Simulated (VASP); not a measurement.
# Ag (Fmmm) in VASP: single point with PBEsol

Aim: the single point of Ag with PBEsol.

All numbers are computed with VASP 6.6.1; they aren't measurements. Logs are shortened: lines on timing, memory, paths and dates and some standing lists are left out, and cuts for length are marked.

## 1. The cell of the first run

The structure is orthorhombic, space group Fmmm (No. 69). The conventional cell has a = 3.311 Å, b = 4.683 Å, c = 18.732 Å, α = 90.00°, β = 90.00°, γ = 90.00°. Within 3.1 Å of Ag (site symmetry mm2) lie 7 Ag at 2.34 to 2.87 Å. Within 3.8 Å of Ag (site symmetry mm2) lie 14 Ag at 2.87 to 3.31 Å.

## 2. Single point, PBEsol (the part above a cut slid along it)

Input file INCAR:

```
SYSTEM = Ag
  PREC = Accurate
  ENCUT = 520
  EDIFF = 1E-6
  ISMEAR = 0
  SIGMA = 0.15
  LREAL = .FALSE.
  LASPH = .TRUE.
  NELM = 100
  ALGO = Fast
  ISIF = 2
  LWAVE = .FALSE.
  LCHARG = .FALSE.
  GGA = PS
  ISYM = 0
  NBANDS = 30
```

Input file KPOINTS:

```
Automatic mesh
0
G
  17 17 5
  0 0 0
```

Input file POSCAR:

```
Ag
1.0
   -1.6556540000      1.6556540000     -1.6556540000
   -1.6556540000     -1.6556540000      1.6556540000
    0.0000000000      8.2782700000      4.9669620000
Ag
4
Direct
   -0.4375000000      0.4375000000      0.8750000000
    0.4375000000      0.5625000000      0.1250000000
   -0.1875000000      0.1875000000      0.3750000000
    0.1875000000      0.8125000000      0.6250000000
```

Potentials or basis: VASP PAW PBE potentials, release 64 (Ag).

Launch:

```console
$ cat potpaw_PBE.64/Ag/POTCAR > POTCAR
$ mpirun -np 1 vasp_std > vasp.out
```

OUTCAR:

```text
SYSTEM = Ag
   PREC = Accurate
   ENCUT = 520
   EDIFF = 1E-6
   ISMEAR = 0
   LREAL = .FALSE.
   LASPH = .TRUE.
   NELM = 100
   ISIF = 2
   GGA = PS
   ISYM = 0

 ion  position               nearest neighbor table
   1  0.562  0.438  0.875-   2 2.34   4 2.87   4 2.87   4 3.31   4 3.31
   2  0.438  0.562  0.125-   1 2.34   3 2.87   3 2.87   3 3.31   3 3.31
   3  0.812  0.188  0.375-   2 2.87   4 2.87   2 2.87   4 2.87   4 3.31   2 3.31   4 3.31   2 3.31

   4  0.188  0.812  0.625-   3 2.87   1 2.87   3 2.87   1 2.87   3 3.31   3 3.31   1 3.31   1 3.31

IMPORTANT INFORMATION: All symmetrisations will be switched off!
NOSYMM: (Re-)initialisation of all symmetry stuff for point group C_1.

----------------------------------------------------------------------------------------

                                     Primitive cell

  volume of cell :      72.6154

  direct lattice vectors                    reciprocal lattice vectors
    -1.655654000  1.655654000 -1.655654000    -0.301995465  0.113248299 -0.188747166
    -1.655654000 -1.655654000  1.655654000    -0.301995465 -0.113248299  0.188747166
     0.000000000  8.278270000  4.966962000     0.000000000  0.075498866  0.075498866

  length of vectors
     2.867676848  2.867676848  9.654038829     0.373700322  0.373700322  0.106771521

  position of ions in fractional coordinates (direct lattice)
     0.562500000  0.437500000  0.875000000
     0.437500000  0.562500000  0.125000000
     0.812500000  0.187500000  0.375000000
     0.187500000  0.812500000  0.625000000

  ion indices of the primitive-cell ions
   primitive index   ion index
                 1           1
                 2           2
                 3           3
                 4           4

----------------------------------------------------------------------------------------

 KPOINTS: Automatic mesh

Automatic generation of k-mesh.
 Grid dimensions read from file:
 generate k-points for:   17   17    5

 Generating k-lattice:

  Cartesian coordinates                     Fractional coordinates (reciprocal lattice)
    -0.017764439  0.006661665 -0.011102774     0.058823529  0.000000000 -0.000000000
    -0.017764439 -0.006661665  0.011102774     0.000000000  0.058823529  0.000000000
     0.000000000  0.015099773  0.015099773     0.000000000  0.000000000  0.200000000

  Length of vectors
     0.021982372  0.021982372  0.021354304

  Shift w.r.t. Gamma in fractional coordinates (k-lattice)
     0.000000000  0.000000000  0.000000000

[... 74 lines left out ...]
   EDIFFG = 0.1E-04   stopping-criterion for IOM
   NSW    =      0    number of steps for IOM
   IBRION =     -1    ionic relax: 0-MD 1-quasi-New 2-CG
   NFREE  =      0    steps in history (QN), initial steepest desc. (CG)
   ISIF   =      2    stress and relaxation
   ISYM   =      0    0-nonsym 1-usesym 2-fastsym
   POTIM  = 0.5000    time-step for ionic-motion
   TEBEG  =    0.0;   TEEND  =   0.0 temperature during run
   PSTRESS=    0.0 pullay stress
   NELECT =      44.0000    total number of electrons
   NUPDOWN=      -1.0000    fix difference up-down
   EMIN   =  10.00;   EMAX   =-10.00  energy-range for DOS
   EFERMI =   0.00;   METHOD = LEGACY
   ISMEAR =     0;   SIGMA  =   0.15  broadening in eV -4-tet -1-fermi 0-gaus
   EFERMI_NEDOS =   21; number of points for ismear=-14 and -15
   IALGO  =     68    algorithm
   IMIX   =      4    mixing-type and parameters
     AMIX     =   0.40;   BMIX     =  1.00
     AMIX_MAG =   1.60;   BMIX_MAG =  1.00
  volume/ion in A,a.u.               =      18.15       122.51
  Fermi-wavevector in a.u.,A,eV,Ry     =   1.385318  2.617871 26.111022  1.919106
  Thomas-Fermi vector in A             =   2.509739
   LORBIT       =      0    0 simple, 1 ext, 2 COOP (PROOUT), +10 PAW based schemes
   GGA     = PS    functional components
   LHFCALC =     F    Hartree Fock is set to
   AEXX    =    0.0000 exact exchange contribution
   IVDW    =     0    specifies the selected vdW correction
   LEPSILON=     F    determine dielectric tensor
   LRPA    =     F    only Hartree local field effects (RPA)
 non-spin polarized calculation
 RMM-DIIS sequential band-by-band and
 Gauss-broadening in eV      SIGMA  =   0.15
  energy-cutoff  :      520.00
  volume of cell :       72.62
 maximum number of plane-waves:      1979
 NGX is ok and might be reduce to    24
   NGX = 11   NGY = 11   NGZ = 35

 number of electron      44.0000015 magnetization

 Free energy of the ion-electron system (eV)
  ---------------------------------------------------
  ext. energy  EPLUGINS =         0.00000000
  ---------------------------------------------------
  free energy    TOTEN  =       -12.25405111 eV

  energy without entropy =      -12.24287547  energy(sigma->0) =      -12.24846329

 E-fermi :   7.3981     XC(G=0): -12.0151

 val. band max:        7.3941234865   @ k =  -0.2941   0.1765   0.2000
 cond. band min:       7.4039811311   @ k =   0.4706  -0.1176   0.4000
 fundamental gap:      0.0098576446
 Fermi energy:         7.3981056031

 k-point     1 :       0.0000    0.0000    0.0000
  band No.  band energies     occupation
      1       0.0202      2.00000
      2       1.0958      2.00000
      3       1.4080      2.00000
      4       1.8100      2.00000
      5       1.9648      2.00000
      6       2.0927      2.00000
[... 781 lines left out ...]
     29      20.4888      0.00000
     30      21.2872      0.00000

 [... further k-points ...]

------------------------ aborting loop because EDIFF is reached ----------------------------------------

  FORCE on cell =-STRESS in cart. coord.  units (eV):
  Direction    XX          YY          ZZ          XY          YZ          ZX
  --------------------------------------------------------------------------------------
  -------------------------------------------------------------------------------------
  Total       -3.7548549      0.5435303      0.6459222      0.0000003      4.0961334      0.0000003
  in kB      -82.8466614     11.9923860     14.2515490      0.0000058     90.3765885      0.0000058
  external PRESSURE =     -18.8675755 kB  Pullay stress =       0.0000000 kB

 VOLUME and BASIS-vectors are now :
 -----------------------------------------------------------------------------
  energy-cutoff  :      520.00
  volume of cell :       72.62
      direct lattice vectors                 reciprocal lattice vectors
    -1.655654000  1.655654000 -1.655654000    -0.301995465  0.113248299 -0.188747166
    -1.655654000 -1.655654000  1.655654000    -0.301995465 -0.113248299  0.188747166
     0.000000000  8.278270000  4.966962000     0.000000000  0.075498866  0.075498866

 POSITION                                       TOTAL-FORCE (eV/Angst)
 -----------------------------------------------------------------------------------
     -1.65565      7.45044      4.13913         0.000000     -2.313211     -2.314697
     -1.65565      0.82783      0.82783        -0.000000      2.313211      2.314697
     -1.65565      4.13913      0.82783        -0.000000      0.036025      0.036021
     -1.65565      4.13913      4.13913        -0.000000     -0.036025     -0.036021
 -----------------------------------------------------------------------------------
    total drift:                               -0.000000     -0.000000      0.000000

  FREE ENERGIE OF THE ION-ELECTRON SYSTEM (eV)
  ---------------------------------------------------
  free  energy   TOTEN  =       -12.2540511138 eV

  energy  without entropy=      -12.2428754666  energy(sigma->0) =      -12.24846329
```

OSZICAR:

```text
N       E                     dE             d eps       ncg     rms          rms(c)
DAV:   1     0.288848416098E+03    0.28885E+03   -0.22881E+04 43380   0.145E+03
DAV:   2    -0.709803848893E+01   -0.29595E+03   -0.28062E+03 45354   0.330E+02
DAV:   3    -0.134798861565E+02   -0.63818E+01   -0.63446E+01 49408   0.548E+01
DAV:   4    -0.135055791769E+02   -0.25693E-01   -0.25689E-01 46350   0.337E+00
DAV:   5    -0.135058121867E+02   -0.23301E-03   -0.23301E-03 50016   0.346E-01    0.106E+01
RMM:   6    -0.122962951320E+02    0.12095E+01   -0.37114E+00 43382   0.127E+01    0.653E+00
RMM:   7    -0.122672958834E+02    0.28999E-01   -0.10343E-01 44418   0.195E+00    0.373E+00
RMM:   8    -0.122542488454E+02    0.13047E-01   -0.79686E-03 45888   0.669E-01    0.340E-01
RMM:   9    -0.122540310253E+02    0.21782E-03   -0.11977E-03 46586   0.216E-01    0.565E-02
RMM:  10    -0.122540491434E+02   -0.18118E-04   -0.19089E-04 47430   0.746E-02    0.458E-02
RMM:  11    -0.122540532833E+02   -0.41399E-05   -0.40765E-05 47274   0.438E-02    0.217E-02
RMM:  12    -0.122540509056E+02    0.23776E-05   -0.97847E-06 46888   0.194E-02    0.789E-03
RMM:  13    -0.122540511138E+02   -0.20814E-06   -0.23171E-06 32766   0.811E-03
   1 F= -.12254051E+02 E0= -.12248463E+02  d E =-.111756E-01
```

stdout:

```text
POSCAR found type information on POSCAR Ag
 POSCAR found :  1 types and       4 ions
 scaLAPACK will be used
 -----------------------------------------------------------------------------
|                                                                             |
|                                                                             |
[... 21 lines left out ...]
|     Results are often still useful ...                                      |
|                                                                             |
 -----------------------------------------------------------------------------

 POSCAR, INCAR and KPOINTS ok, starting setup
 FFT: planning ... GRIDC
 FFT: planning ... GRID_SOFT
 FFT: planning ... GRID
 WAVECAR not read
 entering main loop
```

Run time: 11 min. Hardware: 1 thread of Intel Xeon 6975P-C (Granite Rapids), shared host; peak memory 1.1 GiB.

Results:

```
Free energy            : -12.2541 eV
Pressure               : -1.9 GPa
Largest force          : 3.272 eV/Å
Band gap on the k mesh : zero (bands 22 and 23 overlap by 6.51 eV)
```

Forces on the atoms (eV/Å):
```
Ag   0.000 -2.313 -2.315
Ag   0.000  2.313  2.315
Ag   0.000  0.036  0.036
Ag   0.000 -0.036 -0.036
```

Stress tensor (GPa, compression positive):
```
-8.28  0.00  0.00
 0.00  1.20  9.04
 0.00  9.04  1.43
```

Levels at points of the mesh, in eV from the Fermi level:
| k point | band 20 | band 21 | band 22 | band 23 | band 24 | band 25 |
| --- | --- | --- | --- | --- | --- | --- |
| (0.00, 0.00, 0.00) | -3.38 | -2.95 | -2.90 | -2.86 | 0.06 | 4.01 |

Caveat: the cell differs from its parent crystal (the part above a cut slid along it); the stress differs along the axes, from -8 to 1 GPa; the PAW data sets were made with another functional, which shifts forces and pressure a little.
